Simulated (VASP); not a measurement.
A run of VASP 6.6.1 is set up as follows.

The input INCAR:

```
SYSTEM = Pt
ALGO = Fast
EDIFF = 1E-6
ENCUT = 520
GGA = PS
ISIF = 2
ISMEAR = 0
LASPH = .TRUE.
LCHARG = .TRUE.
LELF = .TRUE.
LREAL = .FALSE.
LVHAR = .TRUE.
LWAVE = .FALSE.
NBANDS = 39
NELM = 60
PREC = Accurate
SIGMA = 0.15
```

Contents of KPOINTS:

```
k-points
0
G
  19 19 4
  0 0 0
```

The input POSCAR:

```
Pt
1.0
    1.9579000000     -1.9579000000      0.0000000000
    1.9579000000      0.0000000000     -1.9579000000
    8.6976254038      8.6976254038      8.6976254038
Pt
6
Direct
    0.6666666667      0.6666666667      0.0750207989
    0.0000000000      0.0000000000      0.8253788599
    0.3333333333      0.3333333333      0.2250924111
    0.6666666667      0.6666666667      0.5252356355
    0.0000000000      0.0000000000      0.3751640233
    0.3333333333      0.3333333333      0.6753072477
```

Potentials or basis: VASP PAW PBE potentials, release 64 (Pt).

The run is started by

```sh
$ cat potpaw_PBE.64/Pt/POTCAR > POTCAR
$ mpirun -np 1 vasp_std > vasp.out
```

(1) Estimate the band gap on the k mesh.

(2) Predict the pressure.

(3) Predict the largest force.

Answers

(1) zero (bands 30 and 31 overlap by 1.57 eV).

(2) -5.5 GPa.

(3) 0.498 eV/Å.

Caveat: the cell differs from its parent crystal (the distance across one plane changed); the cell stands under tension; the PAW data sets were made with another functional, which shifts forces and pressure a little; spin-orbit coupling is left out, which moves the levels of the heavy elements.
